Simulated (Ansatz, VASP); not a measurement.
**Two plane-wave programs on Nb**

File INCAR:

```
ALGO = Fast
EDIFF = 1E-7
EDIFFG = -0.002
ENCUT = 600
GGA = CA
IBRION = 2
ISIF = 3
ISMEAR = 0
LASPH = T
LCHARG = F
LREAL = F
LWAVE = F
NELM = 60
NSW = 100
PREC = Accurate
SIGMA = 0.1
```

The input KPOINTS:

```
k-points
0
Gamma
  18 18 18
```

Contents of POSCAR:

```
Nb
1.0
   -1.6265958826      1.6265958826      1.6265958826
    1.6265958826     -1.6265958826      1.6265958826
    1.6265958826      1.6265958826     -1.6265958826
Nb
1
Direct
    0.0000000000      0.0000000000      0.0000000000
```

Input for Ansatz:

```yaml
crystal:
  lattice:
    - [-1.6265958826, 1.6265958826, 1.6265958826]
    - [1.6265958826, -1.6265958826, 1.6265958826]
    - [1.6265958826, 1.6265958826, -1.6265958826]
  atoms:
    - { symbol: Nb, position: [0.0, 0.0, 0.0] }
basis:
  ecutwfc: 420
kpoints:
  mp_grid: { grid: [18, 18, 18] }
hamiltonian:
  xc: lda
  pseudopotentials: { kind: paw, azcp: { folder: soft_1 } }
scf:
  occupations: { method: gaussian, width: 0.1 }
output:
  forces: true
  stress: true
  eigenvalues: true
relax:
  adjacent_minimum: "off"
  f_tol: 0.002
  max_steps: 80
  cell: { stress_tol: 0.02 }
```

Alike in both runs: task relaxation of cell and atoms; functional LDA; k mesh 18 × 18 × 18; occupations gaussian, width 0.1 eV; no spin polarisation.

|  | VASP | Ansatz |
| --- | --- | --- |
| version | VASP 6.6.1 | Ansatz 0.2.0 |
| potentials or method | VASP PAW LDA potentials, release 64 (Nb_sv), cutoff 600 eV | scalar-relativistic, plane waves, PAW |
| valence electrons in the cell | 13 | 13 |

VASP gave:

```
gap on the k mesh at the Fermi level, each at its own relaxed structure (eV) : none
relaxed volume (Å³/atom)                                                     : 17.12
relaxed cell length with the largest relative difference (Å)                 : 2.812
```

Question: Estimate Ansatz's values.

Answer: gap on the k mesh at the Fermi level, each at its own relaxed structure (eV): none; relaxed volume (Å³/atom): 17.13; relaxed cell length with the largest relative difference (Å): 2.813.

Ansatz warns that its potentials were made for another functional, while VASP's fit it. LDA's correlation is that of Perdew and Zunger in VASP and of Perdew and Wang (1992) in Ansatz. A gap of «none» marks a metal or a gap that the smearing closes.
